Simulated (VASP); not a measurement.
Here is a VASP 6.6.1 calculation.

File POSCAR:

```
MgS
1.0
    0.0000000000      2.8331200000      2.8331200000
    2.8331200000      0.0000000000      2.8331200000
    2.8331200000      2.8331200000      0.0000000000
Mg S
1 1
Direct
    0.0000000000      0.0000000000      0.0000000000
    0.7500000000      0.7500000000      0.7500000000
```

The input INCAR.step1:

```
SYSTEM = MgS
PREC     = Accurate       ! precision mode
ENCUT    = 600            ! plane-wave cutoff, eV
ISMEAR   = 1              ! smearing method
SIGMA    = 0.01           ! smearing width, eV
LREAL    = .FALSE.        ! projectors in reciprocal space
LASPH    = .TRUE.         ! aspherical terms in the spheres
NELM     = 60             ! most SCF steps
GGA      = PE             ! functional
ALGO     = Normal         ! electronic algorithm
EDIFF    = 1E-4           ! SCF threshold, eV
LWAVE    = .TRUE.         ! write WAVECAR
LCHARG   = .FALSE.        ! write CHGCAR
```

The input INCAR.step2:

```
SYSTEM = MgS
PREC     = Accurate       ! precision mode
ENCUT    = 600            ! plane-wave cutoff, eV
EDIFF    = 1E-6           ! SCF threshold, eV
ISMEAR   = 1              ! smearing method
SIGMA    = 0.01           ! smearing width, eV
LREAL    = .FALSE.        ! projectors in reciprocal space
LASPH    = .TRUE.         ! aspherical terms in the spheres
NELM     = 60             ! most SCF steps
ALGO     = Normal         ! electronic algorithm
ISIF     = 3              ! what is computed and relaxed
LWAVE    = .FALSE.        ! write WAVECAR
LCHARG   = .FALSE.        ! write CHGCAR
METAGGA  = R2SCAN         ! meta-GGA
LMIXTAU  = .TRUE.       
IBRION   = 2              ! ionic algorithm
NSW      = 60             ! ionic steps
EDIFFG   = -0.01          ! ionic threshold
ISTART   = 1
```

KPOINTS

```
regular mesh
0
G
  7 7 7
  0 0 0
```

Potentials or basis: VASP PAW PBE potentials, release 64 (Mg, S).

The run is started by

```sh
$ cat potpaw_PBE.64/Mg/POTCAR potpaw_PBE.64/S/POTCAR > POTCAR
$ cp INCAR.step1 INCAR
$ mpirun -np 1 vasp_std > vasp.out
$ cp INCAR.step2 INCAR
$ mpirun -np 1 vasp_std > vasp.out
```

Problem. Predict the band gap on the k mesh.

Solution. 4.15 eV, direct.

Problem. Estimate the space group after relaxing (to 0.05 Å).

Solution. F-43m (No. 216).

Problem. Estimate the relaxed volume.

Solution. 22.59 Å³/atom.

Problem. Estimate the relaxed cell.

Solution. a = 3.998 Å, b = 3.998 Å, c = 3.998 Å, α = 60.00°, β = 60.00°, γ = 60.00°.

Step by step:
```tsv
step	energy change (eV)	largest force (eV/Å)	pressure (GPa)	volume (Å³)
1	0.0000	0.0000	-0.39	45.48
2	-0.0004	0.0000	0.09	45.11
3	-0.0004	0.0000	0.00	45.18
```

Caveat: the PAW data sets were made with another functional, which shifts forces and pressure a little. A k mesh can miss the band edges.
